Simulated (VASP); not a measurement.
# Hf2S (P6_3/mmc) in VASP: further runs, part 2 of 2

VASP 6.6.1.

### Step 4. Single point, PBEsol (biaxial strain in the a-b plane: -4.5 %)

Contents of INCAR:

```
SYSTEM = Hf2S
PREC = Accurate
ENCUT = 520
EDIFF = 1E-6
ISMEAR = 0
SIGMA = 0.1
LREAL = .False.
LASPH = .True.
NELM = 60
ALGO = Normal
ISIF = 2
LWAVE = .False.
LCHARG = .False.
GGA = PS
NBANDS = 35
```

Contents of KPOINTS:

```
Automatic mesh
0
Gamma
  12 12 4
  0 0 0
```

Contents of POSCAR:

```
Hf2S
1.0
    3.1959371264      0.0000000000      0.0000000000
   -1.5979685632      2.7677627403      0.0000000000
    0.0000000000      0.0000000000     11.9791702250
Hf S
4 2
Direct
    0.6666666667      0.3333333333      0.8998565673
    0.3333333333      0.6666666667      0.3998565673
    0.6666666667      0.3333333333      0.6001434327
    0.3333333333      0.6666666667      0.1001434327
    0.0000000000      0.0000000000      0.7500000000
    0.0000000000      0.0000000000      0.2500000000
```

Potentials or basis: VASP PAW PBE potentials, release 64 (Hf_pv, S).

The run is started by

```
$ cat potpaw_PBE.64/Hf_pv/POTCAR potpaw_PBE.64/S/POTCAR > POTCAR
$ mpirun -np 1 vasp_std > vasp.out
```

OUTCAR:

```text
SYSTEM = Hf2S
   PREC = Accurate
   ENCUT = 520
   EDIFF = 1E-6
   ISMEAR = 0
   LREAL = .False.
   LASPH = .True.
   NELM = 60
   ISIF = 2
   GGA = PS

 ion  position               nearest neighbor table
   1  0.667  0.333  0.900-   5 2.57   5 2.57   5 2.57   4 3.03   4 3.03   4 3.03   3 3.59
   2  0.333  0.667  0.400-   6 2.57   6 2.57   6 2.57   3 3.03   3 3.03   3 3.03   4 3.59
   3  0.667  0.333  0.600-   5 2.57   5 2.57   5 2.57   2 3.03   2 3.03   2 3.03   1 3.59
   4  0.333  0.667  0.100-   6 2.57   6 2.57   6 2.57   1 3.03   1 3.03   1 3.03   2 3.59
   5  0.000  0.000  0.750-   1 2.57   3 2.57   1 2.57   3 2.57   1 2.57   3 2.57
   6  0.000  0.000  0.250-   2 2.57   4 2.57   2 2.57   4 2.57   2 2.57   4 2.57

  LATTYP: Found a hexagonal cell.
 ALAT       =     3.1959371264
 C/A-ratio  =     3.7482496530

  Lattice vectors:

 A1 = (   3.1959371264,   0.0000000000,   0.0000000000)
 A2 = (  -1.5979685632,   2.7677627403,   0.0000000000)
 A3 = (   0.0000000000,   0.0000000000,  11.9791702250)

Analysis of symmetry for initial positions (statically):
=====================================================================
 Subroutine PRICEL returns:
 Original cell was already a primitive cell.

 Routine SETGRP: Setting up the symmetry group for a
 hexagonal supercell.

 Subroutine GETGRP returns: Found 24 space group operations
 (whereof 12 operations were pure point group operations)
 out of a pool of 24 trial point group operations.

The static configuration has the point symmetry D_3d.
 The point group associated with its full space group is D_6h.

Analysis of symmetry for dynamics (positions and initial velocities):
=====================================================================
 Subroutine PRICEL returns:
 Original cell was already a primitive cell.

 Routine SETGRP: Setting up the symmetry group for a
 hexagonal supercell.

 Subroutine GETGRP returns: Found 24 space group operations
 (whereof 12 operations were pure point group operations)
 out of a pool of 24 trial point group operations.

The dynamic configuration has the point symmetry D_3d.
 The point group associated with its full space group is D_6h.

 Subroutine INISYM returns: Found 24 space group operations
 (whereof 12 operations are pure point group operations),
 and found     1 'primitive' translations

----------------------------------------------------------------------------------------

                                     Primitive cell

  volume of cell :     105.9629

  direct lattice vectors                    reciprocal lattice vectors
     3.195937126  0.000000000  0.000000000     0.312897269  0.180651323  0.000000000
    -1.597968563  2.767762740  0.000000000     0.000000000  0.361302645  0.000000000
     0.000000000  0.000000000 11.979170225     0.000000000  0.000000000  0.083478236

  length of vectors
     3.195937126  3.195937126 11.979170225     0.361302645  0.361302645  0.083478236

  position of ions in fractional coordinates (direct lattice)
     0.666666667  0.333333333  0.899856567
     0.333333333  0.666666667  0.399856567
     0.666666667  0.333333333  0.600143433
[... 37 lines left out ...]
 Found     57 irreducible k-points:

 Following reciprocal coordinates:
            Coordinates               Weight
  0.000000  0.000000  0.000000      1.000000
  0.083333  0.000000  0.000000      6.000000
  0.166667  0.000000  0.000000      6.000000
  0.250000  0.000000  0.000000      6.000000
  0.333333  0.000000  0.000000      6.000000
  0.416667  0.000000  0.000000      6.000000
[... 16 lines left out ...]
  0.250000  0.000000  0.250000     12.000000
  0.333333  0.000000  0.250000     12.000000
 [... further k-points ...]
   k-points           NKPTS =     57   k-points in BZ     NKDIM =     57   number of bands    NBANDS=     35
   number of dos      NEDOS =    301   number of ions     NIONS =      6
   total plane-waves  NPLWV =  51840
   dimension x,y,z NGX =    24 NGY =   24 NGZ =   90
   dimension x,y,z NGXF=    48 NGYF=   48 NGZF=  180
   ions per type =               4   2
   NGX,Y,Z   is equivalent  to a cutoff of  12.48, 12.48, 12.49 a.u.
   NGXF,Y,Z  is equivalent  to a cutoff of  24.97, 24.97, 24.98 a.u.
 SYSTEM =  Hf2S
   PREC   = accura    normal or accurate (medium, high low for compatibility)
   ISTART =      0    job   : 0-new  1-cont  2-samecut
   ICHARG =      2    charge: 1-file 2-atom 10-const
   ISPIN  =      1    spin polarized calculation?
   LNONCOLLINEAR =      F non collinear calculations
   LSORBIT =      F    spin-orbit coupling
   LASPH  =      T    aspherical Exc in radial PAW
   ENCUT  =  520.0 eV  38.22 Ry    6.18 a.u.   5.94  5.94 22.27*2*pi/ulx,y,z
   NELM   =     60;   NELMIN=  2; NELMDL= -5     # of ELM steps
   EDIFF  = 0.1E-05   stopping-criterion for ELM
   LREAL  =      F    real-space projection
   EDIFFG = 0.1E-04   stopping-criterion for IOM
   NSW    =      0    number of steps for IOM
   IBRION =     -1    ionic relax: 0-MD 1-quasi-New 2-CG
   NFREE  =      0    steps in history (QN), initial steepest desc. (CG)
   ISIF   =      2    stress and relaxation
   ISYM   =      2    0-nonsym 1-usesym 2-fastsym
   POTIM  = 0.5000    time-step for ionic-motion
   TEBEG  =    0.0;   TEEND  =   0.0 temperature during run
   PSTRESS=    0.0 pullay stress
   NELECT =      52.0000    total number of electrons
   NUPDOWN=      -1.0000    fix difference up-down
   EMIN   =  10.00;   EMAX   =-10.00  energy-range for DOS
   EFERMI =   0.00;   METHOD = LEGACY
   ISMEAR =     0;   SIGMA  =   0.10  broadening in eV -4-tet -1-fermi 0-gaus
   EFERMI_NEDOS =   21; number of points for ismear=-14 and -15
   IALGO  =     38    algorithm
   IMIX   =      4    mixing-type and parameters
     AMIX     =   0.40;   BMIX     =  1.00
     AMIX_MAG =   1.60;   BMIX_MAG =  1.00
  volume/ion in A,a.u.               =      17.66       119.18
  Fermi-wavevector in a.u.,A,eV,Ry     =   1.291293  2.440189 22.686853  1.667437
  Thomas-Fermi vector in A             =   2.423072
   LORBIT       =      0    0 simple, 1 ext, 2 COOP (PROOUT), +10 PAW based schemes
   GGA     = PS    functional components
   LHFCALC =     F    Hartree Fock is set to
   AEXX    =    0.0000 exact exchange contribution
   IVDW    =     0    specifies the selected vdW correction
   LEPSILON=     F    determine dielectric tensor
   LRPA    =     F    only Hartree local field effects (RPA)
 non-spin polarized calculation
 Gauss-broadening in eV      SIGMA  =   0.10
  energy-cutoff  :      520.00
  volume of cell :      105.96
 maximum number of plane-waves:      2889
 NGX is ok and might be reduce to    24
   NGX = 11   NGY = 11   NGZ = 45

 number of electron      52.0000005 magnetization

 Free energy of the ion-electron system (eV)
  ---------------------------------------------------
  ext. energy  EPLUGINS =         0.00000000
  ---------------------------------------------------
  free energy    TOTEN  =       -57.12123527 eV

  energy without entropy =      -57.10612766  energy(sigma->0) =      -57.11368146

 E-fermi :   6.9435     XC(G=0): -11.9340

 val. band max:        6.9369904265   @ k =   0.1667   0.0000   0.0000
 cond. band min:       6.9437488126   @ k =   0.1667   0.0000   0.5000
 fundamental gap:      0.0067583861
 Fermi energy:         6.9434762355

 k-point     1 :       0.0000    0.0000    0.0000
  band No.  band energies     occupation
      1     -24.0956      2.00000
      2     -23.9799      2.00000
      3     -23.5570      2.00000
      4     -23.4269      2.00000
      5     -23.3170      2.00000
      6     -23.3170      2.00000
[... 901 lines left out ...]
     34      10.2552      0.00000
     35      10.7058      0.00000

 [... further k-points ...]

------------------------ aborting loop because EDIFF is reached ----------------------------------------

  FORCE on cell =-STRESS in cart. coord.  units (eV):
  Direction    XX          YY          ZZ          XY          YZ          ZX
  --------------------------------------------------------------------------------------
  -------------------------------------------------------------------------------------
  Total        8.1049070      8.1049070      1.1519204      0.0000000      0.0000000      0.0000000
  in kB      122.5475960    122.5475960     17.4172359      0.0000000      0.0000000      0.0000000
  external PRESSURE =      87.5041426 kB  Pullay stress =       0.0000000 kB

 VOLUME and BASIS-vectors are now :
 -----------------------------------------------------------------------------
  energy-cutoff  :      520.00
  volume of cell :      105.96
      direct lattice vectors                 reciprocal lattice vectors
     3.195937126  0.000000000  0.000000000     0.312897269  0.180651323  0.000000000
    -1.597968563  2.767762740  0.000000000     0.000000000  0.361302645  0.000000000
     0.000000000  0.000000000 11.979170225     0.000000000  0.000000000  0.083478236

 POSITION                                       TOTAL-FORCE (eV/Angst)
 -----------------------------------------------------------------------------------
      1.59797      0.92259     10.77953        -0.000000      0.000000      0.047887
     -0.00000      1.84518      4.78995         0.000000     -0.000000      0.047887
      1.59797      0.92259      7.18922        -0.000000      0.000000     -0.047887
     -0.00000      1.84518      1.19964         0.000000     -0.000000     -0.047887
      0.00000      0.00000      8.98438        -0.000000      0.000000      0.000000
      0.00000      0.00000      2.99479         0.000000     -0.000000      0.000000
 -----------------------------------------------------------------------------------
    total drift:                                0.000000     -0.000000      0.000000

  FREE ENERGIE OF THE ION-ELECTRON SYSTEM (eV)
  ---------------------------------------------------
  free  energy   TOTEN  =       -57.1212352664 eV

  energy  without entropy=      -57.1061276623  energy(sigma->0) =      -57.11368146
```

OSZICAR:

```text
N       E                     dE             d eps       ncg     rms          rms(c)
DAV:   1     0.242132104861E+03    0.24213E+03   -0.28277E+04  4014   0.143E+03
DAV:   2    -0.421539707453E+02   -0.28429E+03   -0.27302E+03  4735   0.347E+02
DAV:   3    -0.588623899745E+02   -0.16708E+02   -0.16399E+02  5251   0.567E+01
DAV:   4    -0.591621052880E+02   -0.29972E+00   -0.29809E+00  4988   0.837E+00
DAV:   5    -0.591671241320E+02   -0.50188E-02   -0.50131E-02  4969   0.991E-01    0.110E+02
DAV:   6    -0.575468143906E+02    0.16203E+01   -0.23834E+00  4382   0.689E+00    0.659E+01
DAV:   7    -0.571730243792E+02    0.37379E+00   -0.25196E+00  4570   0.706E+00    0.502E+00
DAV:   8    -0.571221729555E+02    0.50851E-01   -0.32103E-01  4472   0.248E+00    0.159E+00
DAV:   9    -0.571215070269E+02    0.66593E-03   -0.14971E-02  5066   0.605E-01    0.916E-01
DAV:  10    -0.571212413689E+02    0.26566E-03   -0.23548E-03  4462   0.211E-01    0.258E-01
DAV:  11    -0.571212384642E+02    0.29048E-05   -0.12535E-04  5133   0.555E-02    0.690E-02
DAV:  12    -0.571212352969E+02    0.31673E-05   -0.18227E-05  4452   0.161E-02    0.165E-02
DAV:  13    -0.571212352664E+02    0.30515E-07   -0.10958E-06  3323   0.508E-03
   1 F= -.57121235E+02 E0= -.57113681E+02  d E =-.151076E-01
```

Run time: 1.8 min. Hardware: 1 thread of AMD EPYC 9R45 (Zen 5), shared host; peak memory 0.29 GiB.

What came out:

```yaml
Free_energy: -57.1212 eV
Pressure: 8.8 GPa
Largest_force: 0.048 eV/Å
Band_gap_on_the_k_mesh: zero (band 26 reaches 7.72 eV, above the bottom of band 27 at 6.53 eV)
```

Forces on the atoms (eV/Å):
```
Hf   0.000  0.000  0.048
Hf   0.000  0.000  0.048
Hf   0.000  0.000 -0.048
Hf   0.000  0.000 -0.048
S    0.000  0.000  0.000
S    0.000  0.000  0.000
```

Caveat: the cell differs from its parent crystal (biaxial strain in the a-b plane: -4.5 %); the PAW data sets were made with another functional, which shifts forces and pressure a little; spin-orbit coupling is left out, which moves the levels of the heavy elements.

### Step 5. The runs side by side

```csv
task,cell,cutoff (eV),smearing,gap on the mesh (eV),pressure (GPa),largest force (eV/Å)
single point,"a = 3.366, b = 3.366, c = 11.760 Å, angles 90.0, 90.0, 120.0°, 6 atoms",520,fermi-dirac 0.15 eV,none,-3.1,0.01
relaxation of shape and atoms at fixed volume,"relaxed from a = 3.318, b = 3.318, c = 11.631 Å, angles 90.0, 90.0, 120.0°, 6 atoms",600,fermi-dirac 0.15 eV,none,2.5,-
single point,"a = 3.196, b = 3.196, c = 11.979 Å, angles 90.0, 90.0, 120.0°, 6 atoms",520,gaussian 0.1 eV,none,8.8,0.05
```

Alike in all rows: level PBEsol; potentials or basis VASP PAW PBE potentials, release 64 (Hf_pv, S); no spin polarisation; k mesh 12 × 12 × 4.

Caveats: the PAW data sets were made with another functional, which shifts forces and pressure a little; spin-orbit coupling is left out, which moves the levels of the heavy elements.

Absolute energies hang on the potentials; compare differences alone.
